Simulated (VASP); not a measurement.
Runs of VASP 6.6.1 on Br. The structure is that of space group Fm-3m (No. 225), or close to it. The cells are those of the table. 

```tsv
task	cell	cutoff (eV)	smearing	k mesh for the DOS	occupations for the DOS	gap on the mesh (eV)	pressure (GPa)
single point	a = 3.337 Å, angles 60.0°, 1 atom	520	tetrahedron	-	-	none	0.0
single point	a = 2.938 Å, angles 60.0°, 1 atom	520	fermi-dirac 0.05 eV	-	-	none	29.6
single point	a = 2.560 Å, angles 60.0°, 1 atom	500	fermi-dirac 0.05 eV	-	-	none	(a)
single point	a = 3.341 Å, angles 60.0°, 1 atom	520	fermi-dirac 0.05 eV	-	-	none	0.0
single point	a = 3.049 Å, angles 60.0°, 1 atom	520	fermi-dirac 0.05 eV	-	-	none	15.9
single point	a = 2.818 Å, angles 60.0°, 1 atom	520	fermi-dirac 0.05 eV	-	-	none	53.1
```

Alike in all rows: level PBE; potentials or basis VASP PAW PBE potentials, release 64 (Br); no spin polarisation; k mesh 14 × 14 × 14.

Q: Estimate the missing entries.

A: (a) 163.3.

Caveats: an odd number of electrons without spin polarisation forces a metal; a magnetic or distorted state may lie lower; tetrahedron occupations give inexact forces and stress in metals (some runs).

A k mesh can miss the band edges, and the runs leave out spin-orbit coupling on Br.

A gap of «none» marks levels without a gap at the run's occupations.
